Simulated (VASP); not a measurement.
Runs of VASP 6.6.1 on SiNi (WC type). The structure is that of space group P-6m2 (No. 187), or close to it. The cells are those of the table. 

| cell | gap on the mesh (eV) | pressure (GPa) |
| --- | --- | --- |
| a = 3.298, b = 3.298, c = 2.447 Å, angles 90.0, 90.0, 120.0°, 2 atoms | none | 25.6 |
| a = 3.157, b = 3.157, c = 2.427 Å, angles 90.0, 90.0, 120.0°, 2 atoms | none | (b) |
| a = 2.371, b = 2.371, c = 3.442 Å, angles 90.0, 90.0, 120.0°, 2 atoms | none | 119.8 |
| a = 3.395, b = 3.395, c = 2.466 Å, angles 90.0, 90.0, 120.0°, 2 atoms | none | 10.7 |
| a = 2.233, b = 2.233, c = 3.335 Å, angles 90.0, 90.0, 120.0°, 2 atoms | none | (a) |
| a = 3.007, b = 3.007, c = 2.407 Å, angles 90.0, 90.0, 120.0°, 2 atoms | none | 101.3 |

Alike in all rows: task single point; level PBE; potentials or basis VASP PAW PBE potentials, release 64 (Ni, Si); no spin polarisation; k mesh 14 × 14 × 13; cutoff (eV) 520; smearing fermi-dirac 0.1 eV.

Question: Fill in the values left out.

Answer: (a) 244.1; (b) 54.8.

Caveats: the cell stands under pressure.

A gap of «none» marks levels without a gap at the run's occupations.
